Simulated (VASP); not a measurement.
# Bi (R-3m) in VASP: further runs

The runs below take Bi through density of states, with PBE, LDA.

All numbers are computed with VASP 6.6.1; they aren't measurements. Logs are shortened: lines on timing, memory, paths and dates and some standing lists are left out, and cuts for length are marked.

**1. The cell of the first run**

It takes space group R-3m (No. 166, trigonal). Conventional cell: a = 4.535 Å, b = 4.535 Å, c = 11.814 Å, α = 90.00°, β = 90.00°, γ = 120.00°. Bi (site symmetry 3m) has 6 Bi at 3.06 to 3.52 Å within 4.0 Å.

**2. Density of states, PBE**

POSCAR reads:

```
Bi
1.0
    2.2675000000      1.3091417354      3.9380000000
   -2.2675000000      1.3091417354      3.9380000000
    0.0000000000     -2.6182834708      3.9380000000
Bi
2
Direct
    0.7660000000      0.7660000000      0.7660000000
    0.2340000000      0.2340000000      0.2340000000
```

INCAR.step1 reads:

```
SYSTEM = Bi
PREC = Accurate ; ENCUT = 520
EDIFF = 1E-6 ; ISMEAR = -1
SIGMA = 0.05 ; LREAL = .FALSE.
LASPH = .TRUE. ; NELM = 60
ALGO = Fast ; ISIF = 2
LWAVE = .FALSE. ; LCHARG = .TRUE.
GGA = PE ; NBANDS = 22
```

KPOINTS.step1 reads:

```
regular mesh
0
G
  4 4 4
  0 0 0
```

INCAR.step2 reads:

```
SYSTEM = Bi
PREC = Accurate ; ENCUT = 520
EDIFF = 1E-6 ; ISMEAR = -5
SIGMA = 0.05 ; LREAL = .FALSE.
LASPH = .TRUE. ; NELM = 60
ALGO = Fast ; ISIF = 2
LWAVE = .FALSE. ; LCHARG = .FALSE.
GGA = PE ; LORBIT = 11
NBANDS = 22 ; NEDOS = 1001
ICHARG = 11
```

KPOINTS.step2 reads:

```
regular mesh
0
G
  6 6 6
  0 0 0
```

Potentials or basis: VASP PAW PBE potentials, release 64 (Bi_d).

The run is started by

```bash
cat potpaw_PBE.64/Bi_d/POTCAR > POTCAR
cp INCAR.step1 INCAR
cp KPOINTS.step1 KPOINTS
mpirun -np 1 vasp_std > vasp.out
cp INCAR.step2 INCAR
cp KPOINTS.step2 KPOINTS
mpirun -np 1 vasp_std > vasp.out
```

OUTCAR:

```text
SYSTEM = Bi
   PREC = Accurate
   ENCUT = 520
   EDIFF = 1E-6
   ISMEAR = -5
   LREAL = .FALSE.
   LASPH = .TRUE.
   NELM = 60
   ISIF = 2
   GGA = PE
   LORBIT = 11
   ICHARG = 11

 ion  position               nearest neighbor table
   1  0.766  0.766  0.766-   2 3.06   2 3.06   2 3.06   2 3.52   2 3.52   2 3.52
   2  0.234  0.234  0.234-   1 3.06   1 3.06   1 3.06   1 3.52   1 3.52   1 3.52

  LATTYP: Found a trigonal (rhomboedric) cell.
 ALAT       =     4.7289800521
 COS(alpha) =     0.5401781303

  Lattice vectors:

 A1 = (   2.2675000000,   1.3091417354,   3.9380000000)
 A2 = (  -2.2675000000,   1.3091417354,   3.9380000000)
 A3 = (   0.0000000000,  -2.6182834708,   3.9380000000)

Analysis of symmetry for initial positions (statically):
=====================================================================
 Subroutine PRICEL returns:
 Original cell was already a primitive cell.

 Routine SETGRP: Setting up the symmetry group for a
 trigonal (rhombohedral) supercell.

 Subroutine GETGRP returns: Found 12 space group operations
 (whereof 12 operations were pure point group operations)
 out of a pool of 12 trial point group operations.

The static configuration has the point symmetry D_3d.

Analysis of symmetry for dynamics (positions and initial velocities):
=====================================================================
 Subroutine PRICEL returns:
 Original cell was already a primitive cell.

 Routine SETGRP: Setting up the symmetry group for a
 trigonal (rhombohedral) supercell.

 Subroutine GETGRP returns: Found 12 space group operations
 (whereof 12 operations were pure point group operations)
 out of a pool of 12 trial point group operations.

The dynamic configuration has the point symmetry D_3d.

 Subroutine INISYM returns: Found 12 space group operations
 (whereof 12 operations are pure point group operations),
 and found     1 'primitive' translations

----------------------------------------------------------------------------------------

                                     Primitive cell

  volume of cell :      70.1392

  direct lattice vectors                    reciprocal lattice vectors
     2.267500000  1.309141735  3.938000000     0.220507166  0.127309872  0.084645336
    -2.267500000  1.309141735  3.938000000    -0.220507166  0.127309872  0.084645336
     0.000000000 -2.618283471  3.938000000     0.000000000 -0.254619744  0.084645336

  length of vectors
     4.728980052  4.728980052  4.728980052     0.268320791  0.268320791  0.268320791
[... 88 lines left out ...]
   NFREE  =      0    steps in history (QN), initial steepest desc. (CG)
   ISIF   =      2    stress and relaxation
   ISYM   =      2    0-nonsym 1-usesym 2-fastsym
   POTIM  = 0.5000    time-step for ionic-motion
   TEBEG  =    0.0;   TEEND  =   0.0 temperature during run
   PSTRESS=    0.0 pullay stress
   NELECT =      30.0000    total number of electrons
   NUPDOWN=      -1.0000    fix difference up-down
   EMIN   =  10.00;   EMAX   =-10.00  energy-range for DOS
   EFERMI =   0.00;   METHOD = LEGACY
   ISMEAR =    -5;   SIGMA  =   0.05  broadening in eV -4-tet -1-fermi 0-gaus
   EFERMI_NEDOS =   21; number of points for ismear=-14 and -15
   IALGO  =     68    algorithm
   IMIX   =      4    mixing-type and parameters
     AMIX     =   0.40;   BMIX     =  1.00
     AMIX_MAG =   1.60;   BMIX_MAG =  1.00
  volume/ion in A,a.u.               =      35.07       236.66
  Fermi-wavevector in a.u.,A,eV,Ry     =   1.233469  2.330919 20.700530  1.521446
  Thomas-Fermi vector in A             =   2.368198
   LORBIT       =     11    0 simple, 1 ext, 2 COOP (PROOUT), +10 PAW based schemes
   GGA     = PE    functional components
   LHFCALC =     F    Hartree Fock is set to
   AEXX    =    0.0000 exact exchange contribution
   IVDW    =     0    specifies the selected vdW correction
   LEPSILON=     F    determine dielectric tensor
   LRPA    =     F    only Hartree local field effects (RPA)
 non-spin polarized calculation
 RMM-DIIS sequential band-by-band and
 Fermi weights with tetrahedron method with Bloechl corrections
  energy-cutoff  :      520.00
  volume of cell :       70.14
 maximum number of plane-waves:      1934

 number of electron      30.0000004 magnetization

 Free energy of the ion-electron system (eV)
  ---------------------------------------------------
  ext. energy  EPLUGINS =         0.00000000
  ---------------------------------------------------
  free energy    TOTEN  =        -7.77076318 eV

  energy without entropy =       -7.77076318  energy(sigma->0) =       -7.77076318

 E-fermi :   6.2106     XC(G=0):  -9.5503

 val. band max:        6.2609872563   @ k =  -0.3333   0.5000   0.3333
 cond. band min:       6.1231593015   @ k =   0.5000   0.0000   0.0000
 fundamental gap:     -0.1378279548
 Fermi energy:         6.2106176083

 k-point     1 :       0.0000    0.0000    0.0000
  band No.  band energies     occupation
      1     -16.5703      2.00000
      2     -16.5703      2.00000
      3     -16.4151      2.00000
      4     -16.4151      2.00000
      5     -16.4034      2.00000
      6     -16.2337      2.00000
[... 589 lines left out ...]
     21      16.3348      0.00000
     22      16.7049      0.00000

 [... further k-points ...]

------------------------ aborting loop because EDIFF is reached ----------------------------------------

  FORCE on cell =-STRESS in cart. coord.  units (eV):
  Direction    XX          YY          ZZ          XY          YZ          ZX
  --------------------------------------------------------------------------------------
  -------------------------------------------------------------------------------------
  Total        1.3223552      1.3223552      1.1647088      0.0000000      0.0000000      0.0000000
  in kB       30.2063174     30.2063174     26.6052299      0.0000000      0.0000000      0.0000000
  external PRESSURE =      29.0059549 kB  Pullay stress =       0.0000000 kB

 VOLUME and BASIS-vectors are now :
 -----------------------------------------------------------------------------
  energy-cutoff  :      520.00
  volume of cell :       70.14
      direct lattice vectors                 reciprocal lattice vectors
     2.267500000  1.309141735  3.938000000     0.220507166  0.127309872  0.084645336
    -2.267500000  1.309141735  3.938000000    -0.220507166  0.127309872  0.084645336
     0.000000000 -2.618283471  3.938000000     0.000000000 -0.254619744  0.084645336

 POSITION                                       TOTAL-FORCE (eV/Angst)
 -----------------------------------------------------------------------------------
      0.00000      0.00000      9.04952         0.000000      0.000000     -0.100721
      0.00000      0.00000      2.76448         0.000000      0.000000      0.100721
 -----------------------------------------------------------------------------------
    total drift:                               -0.000000     -0.000000      0.000000

  FREE ENERGIE OF THE ION-ELECTRON SYSTEM (eV)
  ---------------------------------------------------
  free  energy   TOTEN  =        -7.7707631790 eV

  energy  without entropy=       -7.7707631790  energy(sigma->0) =       -7.77076318

 total charge

# of ion       s       p       d       tot
------------------------------------------
    1        1.531   1.366   9.913  12.809
    2        1.531   1.366   9.913  12.809
--------------------------------------------------
tot          3.062   2.731  19.825  25.619
```

Run time: 84 s. Hardware: 1 thread of AMD EPYC 7R13, shared host; peak memory 0.2 GiB.

Results:

```yaml
Valence_electrons_inside_the_program's_atomic_spheres: Bi 12.81
```

Caveat: the k points lie up to 0.42 Å⁻¹ apart; spin-orbit coupling is left out, which moves the levels of the heavy elements; tetrahedron occupations give inexact forces and stress in metals.

**3. Density of states, LDA**

POSCAR is that of step 2.

INCAR.step1 reads:

```
  PREC = Accurate
  ENCUT = 520
  EDIFF = 1E-6
  ISMEAR = -1
  SIGMA = 0.05
  LREAL = False
  LASPH = True
  NELM = 60
  ALGO = Normal
  ISIF = 2
  LWAVE = False
  LCHARG = True
  GGA = CA
  NBANDS = 22
```

KPOINTS.step1 reads:

```
regular mesh
0
Gamma
  4 4 4
```

INCAR.step2 reads:

```
  PREC = Accurate
  ENCUT = 520
  EDIFF = 1E-6
  ISMEAR = -5
  SIGMA = 0.05
  LREAL = False
  LASPH = True
  NELM = 60
  ALGO = Normal
  ISIF = 2
  LWAVE = False
  LCHARG = False
  GGA = CA
  LORBIT = 11
  NEDOS = 1001
  ICHARG = 11
```

KPOINTS.step2 reads:

```
regular mesh
0
Gamma
  6 6 6
```

Potentials or basis: VASP PAW LDA potentials, release 64 (Bi_d).

The run is started by

```bash
cat potpaw_LDA.64/Bi_d/POTCAR > POTCAR
cp INCAR.step1 INCAR
cp KPOINTS.step1 KPOINTS
mpirun -np 1 vasp_std > vasp.out
cp INCAR.step2 INCAR
cp KPOINTS.step2 KPOINTS
mpirun -np 1 vasp_std > vasp.out
```

It took 40 s on 1 thread of AMD EPYC 7R13 (Zen 3), shared host; peak memory 0.14 GiB.

It converged, with:

```yaml
Valence_electrons_inside_the_program's_atomic_spheres: Bi 12.81
```

Levels at points of the mesh, in eV from the Fermi level:
| k point | band 12 | band 13 | band 14 | band 15 | band 16 | band 17 | band 18 | band 19 |
| --- | --- | --- | --- | --- | --- | --- | --- | --- |
| (0.00, 0.00, 0.00) | -7.30 | -1.33 | -1.06 | -1.06 | 2.67 | 3.12 | 3.12 | 5.83 |
| (0.50, 0.00, 0.00) | -10.38 | -1.15 | -1.00 | -0.10 | -0.10 | 0.68 | 1.17 | 7.68 |
| (0.50, 0.50, 0.00) | -9.30 | -4.54 | -2.87 | -2.75 | 2.55 | 5.10 | 5.58 | 6.93 |
| (0.50, 0.50, 0.50) | -9.78 | -0.77 | -0.43 | -0.43 | 0.83 | 0.83 | 0.90 | 7.17 |

Caveat: the k points lie up to 0.42 Å⁻¹ apart; spin-orbit coupling is left out, which moves the levels of the heavy elements; tetrahedron occupations give inexact forces and stress in metals.
